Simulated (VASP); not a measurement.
# W (Fm-3m) in VASP: notebook

Runs on W. Level: LDA. Tasks: electric field gradients.

Program: VASP 6.6.1. These are calculated values, not measurements. Logs are shortened: lines on timing, memory, paths and dates and some standing lists are left out, and cuts for length are marked.

**1. The cell of the first run**

Symmetry: Fm-3m, No. 225, cubic system. The conventional cell has a = 3.991 Å, b = 3.991 Å, c = 3.991 Å, α = 90.00°, β = 90.00°, γ = 90.00°. Within 3.7 Å of W (site symmetry m-3m) lie 12 W at 2.82 Å.

**2. Electric field gradients, LDA (volume scaled by 0.95)**

The input, INCAR:

```
  PREC = Accurate
  ENCUT = 520
  EDIFF = 1E-8
  ISMEAR = -1
  SIGMA = 0.05
  LREAL = F
  LASPH = T
  NELM = 100
  ALGO = Normal
  ISIF = 2
  LWAVE = F
  LCHARG = F
  LEFG = T
  NBANDS = 13
```

The input, KPOINTS:

```
regular mesh
0
Gamma
  14 14 14
```

The input, POSCAR:

```
W
1.0
    0.0000000000      1.9955865722      1.9955865722
    1.9955865722      0.0000000000      1.9955865722
    1.9955865722      1.9955865722      0.0000000000
W
1
Direct
    0.0000000000      0.0000000000      0.0000000000
```

Potentials or basis: VASP PAW LDA potentials, release 64 (W_sv).

On the command line:

```bash
cat potpaw_LDA.64/W_sv/POTCAR > POTCAR
mpirun -np 1 vasp_std > vasp.out
```

OUTCAR:

```text
PREC = Accurate
   ENCUT = 520
   EDIFF = 1E-8
   ISMEAR = -1
   LREAL = F
   LASPH = T
   NELM = 100
   ISIF = 2

 ion  position               nearest neighbor table
   1  0.000  0.000  0.000-

  LATTYP: Found a face centered cubic cell.
 ALAT       =     3.9911731444

  Lattice vectors:

 A1 = (   0.0000000000,   1.9955865722,   1.9955865722)
 A2 = (   1.9955865722,   0.0000000000,   1.9955865722)
 A3 = (   1.9955865722,   1.9955865722,   0.0000000000)

Analysis of symmetry for initial positions (statically):
=====================================================================
 Subroutine PRICEL returns:
 Original cell was already a primitive cell.

 Routine SETGRP: Setting up the symmetry group for a
 face centered cubic supercell.

 Subroutine GETGRP returns: Found 48 space group operations
 (whereof 48 operations were pure point group operations)
 out of a pool of 48 trial point group operations.

The static configuration has the point symmetry O_h .

Analysis of symmetry for dynamics (positions and initial velocities):
=====================================================================
 Subroutine PRICEL returns:
 Original cell was already a primitive cell.

 Routine SETGRP: Setting up the symmetry group for a
 face centered cubic supercell.

 Subroutine GETGRP returns: Found 48 space group operations
 (whereof 48 operations were pure point group operations)
 out of a pool of 48 trial point group operations.

The dynamic configuration has the point symmetry O_h .

 Subroutine INISYM returns: Found 48 space group operations
 (whereof 48 operations are pure point group operations),
 and found     1 'primitive' translations

----------------------------------------------------------------------------------------

                                     Primitive cell

  volume of cell :      15.8943

  direct lattice vectors                    reciprocal lattice vectors
     0.000000000  1.995586572  1.995586572    -0.250552899  0.250552899  0.250552899
     1.995586572  0.000000000  1.995586572     0.250552899 -0.250552899  0.250552899
     1.995586572  1.995586572  0.000000000     0.250552899  0.250552899 -0.250552899

  length of vectors
     2.822185595  2.822185595  2.822185595     0.433970350  0.433970350  0.433970350

[... 122 lines left out ...]
  free energy    TOTEN  =       -13.61580582 eV

  energy without entropy =      -13.60576976  energy(sigma->0) =      -13.61078779

 E-fermi :  10.7659     XC(G=0): -13.8037

 val. band max:       10.7419999900   @ k =  -0.1429   0.0714   0.0000
 cond. band min:      10.7761828823   @ k =   0.2143   0.1429   0.0714
 fundamental gap:      0.0341828923
 Fermi energy:        10.7658536869

 k-point     1 :       0.0000    0.0000    0.0000
  band No.  band energies     occupation
      1     -62.3678      2.00000
      2     -26.2003      2.00000
      3     -26.2003      2.00000
      4     -26.2003      2.00000
      5       1.7384      2.00000
      6      10.1760      1.99998
      7      10.1760      1.99998
      8      10.1760      1.99998
      9      13.4106      0.00000
     10      13.4106      0.00000
     11      23.7159      0.00000
     12      29.0261      0.00000
     13      29.0261      0.00000
[... 354 lines left out ...]
  band No.  band energies     occupation
      1     -62.2928      2.00000
      2     -26.8640      2.00000
      3     -26.3791      2.00000
      4     -26.3660      2.00000
      5       4.5458      2.00000
      6       8.4017      2.00000
      7      10.3672      1.99931
      8      11.3899      0.00001
      9      12.8315      0.00000
     10      14.5194      0.00000
     11      25.7034      0.00000
     12      28.8045      0.00000
     13      31.1213      0.00000

 [... further k-points ...]

------------------------ aborting loop because EDIFF is reached ----------------------------------------

  FORCE on cell =-STRESS in cart. coord.  units (eV):
  Direction    XX          YY          ZZ          XY          YZ          ZX
  --------------------------------------------------------------------------------------
  -------------------------------------------------------------------------------------
  Total       -0.2267450     -0.2267450     -0.2267450      0.0000000      0.0000000      0.0000000
  in kB      -22.8563361    -22.8563361    -22.8563361      0.0000000      0.0000000      0.0000000
  external PRESSURE =     -22.8563361 kB  Pullay stress =       0.0000000 kB

 VOLUME and BASIS-vectors are now :
 -----------------------------------------------------------------------------
  energy-cutoff  :      520.00
  volume of cell :       15.89
      direct lattice vectors                 reciprocal lattice vectors
     0.000000000  1.995586572  1.995586572    -0.250552899  0.250552899  0.250552899
     1.995586572  0.000000000  1.995586572     0.250552899 -0.250552899  0.250552899
     1.995586572  1.995586572  0.000000000     0.250552899  0.250552899 -0.250552899

 POSITION                                       TOTAL-FORCE (eV/Angst)
 -----------------------------------------------------------------------------------
      0.00000      0.00000      0.00000         0.000000     -0.000000      0.000000
 -----------------------------------------------------------------------------------
    total drift:                               -0.000000      0.000000     -0.000000

  FREE ENERGIE OF THE ION-ELECTRON SYSTEM (eV)
  ---------------------------------------------------
  free  energy   TOTEN  =       -13.6158058193 eV

  energy  without entropy=      -13.6057697627  energy(sigma->0) =      -13.61078779

 Electric field gradients (V/A^2)
---------------------------------------------------------------------
 ion       V_xx      V_yy      V_zz      V_xy      V_xz      V_yz
---------------------------------------------------------------------
   1      -0.000     0.000     0.000     0.000     0.000     0.000
---------------------------------------------------------------------

 Electric field gradients after diagonalization (V/A^2)
 (convention: |V_zz| > |V_xx| > |V_yy|)
----------------------------------------------------------------------
 ion       V_xx      V_yy      V_zz     asymmetry (V_yy - V_xx)/ V_zz
----------------------------------------------------------------------
   1      -0.000    -0.000     0.000       0.000
----------------------------------------------------------------------

           NMR quadrupolar parameters

 Cq : quadrupolar parameter    Cq=e*Q*V_zz/h
 eta: asymmetry parameters     (V_yy - V_xx)/ V_zz
 Q  : nuclear electric quadrupole moment in mb (millibarn)
----------------------------------------------------------------------
 ion       Cq(MHz)       eta       Q (mb)
----------------------------------------------------------------------
   1       0.000       0.000       1.000
----------------------------------------------------------------------
```

OSZICAR:

```text
N       E                     dE             d eps       ncg     rms          rms(c)
DAV:   1     0.850973502698E+02    0.85097E+02   -0.74485E+03  2712   0.122E+03
DAV:   2    -0.125480751062E+02   -0.97645E+02   -0.93866E+02  2999   0.317E+02
DAV:   3    -0.142557582561E+02   -0.17077E+01   -0.16960E+01  3054   0.405E+01
DAV:   4    -0.142633508503E+02   -0.75926E-02   -0.75924E-02  3034   0.294E+00
DAV:   5    -0.142634151121E+02   -0.64262E-04   -0.64261E-04  3044   0.256E-01    0.203E+01
DAV:   6    -0.137490299456E+02    0.51439E+00   -0.41618E-01  2884   0.826E+00    0.801E+00
DAV:   7    -0.136211980827E+02    0.12783E+00   -0.18832E-01  3004   0.517E+00    0.430E-01
DAV:   8    -0.136158029776E+02    0.53951E-02   -0.41373E-03  2734   0.866E-01    0.742E-02
DAV:   9    -0.136158013266E+02    0.16510E-05   -0.54089E-05  3326   0.833E-02    0.447E-02
DAV:  10    -0.136158058380E+02   -0.45113E-05   -0.37702E-06  2849   0.256E-02    0.934E-03
DAV:  11    -0.136158058211E+02    0.16870E-07   -0.90631E-08  2939   0.315E-03    0.304E-04
DAV:  12    -0.136158058193E+02    0.18390E-08   -0.27589E-09  1862   0.584E-04
   1 F= -.13615806E+02 E0= -.13610788E+02  d E =-.100361E-01
```

stdout:

```text
POSCAR found type information on POSCAR W
 POSCAR found :  1 types and       1 ions
 scaLAPACK will be used
 LDA part: xc-table for (Slater(with rela. corr.)+CA(PZ))
 , standard interpolation
 POSCAR, INCAR and KPOINTS ok, starting setup
 FFT: planning ... GRIDC
 FFT: planning ... GRID_SOFT
 FFT: planning ... GRID
 WAVECAR not read
 entering main loop
ion   1
```

Wall time 13 s (1 thread of Intel Xeon Platinum 8488C (Sapphire Rapids), shared host); peak memory 0.14 GiB.

What came out:

```
Free energy            : -13.6158 eV
Pressure               : -2.3 GPa
Band gap on the k mesh : zero (band 7 reaches 14.18 eV, above the bottom of band 8 at 10.18 eV)
```

Caveat: without QUAD_EFG the Cq values of the log hold for a quadrupole moment of 1 mb, not for the nuclei; spin-orbit coupling is left out, which moves the levels of the heavy elements.

**3. Electric field gradients, LDA (volume scaled by 0.95)**

The input, INCAR:

```
PREC     = Accurate       # precision mode
ENCUT    = 520            # plane-wave cutoff, eV
EDIFF    = 1E-8           # SCF threshold, eV
ISMEAR   = -1             # smearing method
SIGMA    = 0.05           # smearing width, eV
LREAL    = False          # projectors in reciprocal space
LASPH    = True           # aspherical terms in the spheres
NELM     = 100            # most SCF steps
ALGO     = Normal         # electronic algorithm
ISIF     = 2              # what is computed and relaxed
LWAVE    = False          # write WAVECAR
LCHARG   = False          # write CHGCAR
GGA      = CA             # functional
LEFG     = True         
NBANDS   = 13             # bands
```

KPOINTS is that of step 2.

POSCAR is that of step 2.

Potentials or basis: VASP PAW LDA potentials, release 64 (W_sv).

On the command line:

```bash
cat potpaw_LDA.64/W_sv/POTCAR > POTCAR
mpirun -np 1 vasp_std > vasp.out
```

OUTCAR:

```text
PREC = Accurate
   ENCUT = 520
   EDIFF = 1E-8
   ISMEAR = -1
   LREAL = False
   LASPH = True
   NELM = 100
   ISIF = 2
   GGA = CA

 ion  position               nearest neighbor table
   1  0.000  0.000  0.000-

  LATTYP: Found a face centered cubic cell.
 ALAT       =     3.9911731444

  Lattice vectors:

 A1 = (   0.0000000000,   1.9955865722,   1.9955865722)
 A2 = (   1.9955865722,   0.0000000000,   1.9955865722)
[... 590 lines left out ...]
    total drift:                               -0.000000      0.000000     -0.000000

  FREE ENERGIE OF THE ION-ELECTRON SYSTEM (eV)
  ---------------------------------------------------
  free  energy   TOTEN  =       -13.6158058193 eV

  energy  without entropy=      -13.6057697627  energy(sigma->0) =      -13.61078779

 Electric field gradients (V/A^2)
---------------------------------------------------------------------
 ion       V_xx      V_yy      V_zz      V_xy      V_xz      V_yz
---------------------------------------------------------------------
   1      -0.000     0.000     0.000     0.000     0.000     0.000
---------------------------------------------------------------------

 Electric field gradients after diagonalization (V/A^2)
 (convention: |V_zz| > |V_xx| > |V_yy|)
----------------------------------------------------------------------
 ion       V_xx      V_yy      V_zz     asymmetry (V_yy - V_xx)/ V_zz
----------------------------------------------------------------------
   1      -0.000    -0.000     0.000       0.000
----------------------------------------------------------------------

           NMR quadrupolar parameters

 Cq : quadrupolar parameter    Cq=e*Q*V_zz/h
 eta: asymmetry parameters     (V_yy - V_xx)/ V_zz
 Q  : nuclear electric quadrupole moment in mb (millibarn)
----------------------------------------------------------------------
 ion       Cq(MHz)       eta       Q (mb)
----------------------------------------------------------------------
   1       0.000       0.000       1.000
----------------------------------------------------------------------
```

stdout:

```text
POSCAR found type information on POSCAR W
 POSCAR found :  1 types and       1 ions
 scaLAPACK will be used
 LDA part: xc-table for (Slater(with rela. corr.)+CA(PZ))
 , standard interpolation
 POSCAR, INCAR and KPOINTS ok, starting setup
 FFT: planning ... GRIDC
 FFT: planning ... GRID_SOFT
 FFT: planning ... GRID
 WAVECAR not read
 entering main loop
ion   1
```

Run time: 11 s. Hardware: 1 thread of Intel Xeon Platinum 8488C (Sapphire Rapids), shared host; peak memory 0.14 GiB.

Results:

```yaml
Free_energy: -13.6158 eV
Pressure: -2.3 GPa
Band_gap_on_the_k_mesh: zero (band 7 reaches 14.18 eV, above the bottom of band 8 at 10.18 eV)
```

Levels at points of the mesh, in eV from the Fermi level:
```csv
k point,band 3,band 4,band 5,band 6,band 7,band 8,band 9,band 10,band 11,band 12
"(0.00, 0.00, 0.00)",-36.97,-36.97,-9.03,-0.59,-0.59,-0.59,2.64,2.64,12.95,18.26
"(0.50, 0.00, 0.00)",-37.14,-37.14,-5.71,-0.84,-0.84,0.93,5.27,5.27,10.82,12.60
"(0.50, 0.50, 0.00)",-37.44,-37.44,-5.67,-4.68,3.42,5.21,6.05,6.05,12.13,12.13
```

Caveat: without QUAD_EFG the Cq values of the log hold for a quadrupole moment of 1 mb, not for the nuclei; spin-orbit coupling is left out, which moves the levels of the heavy elements.

[end of part 1 of 2]
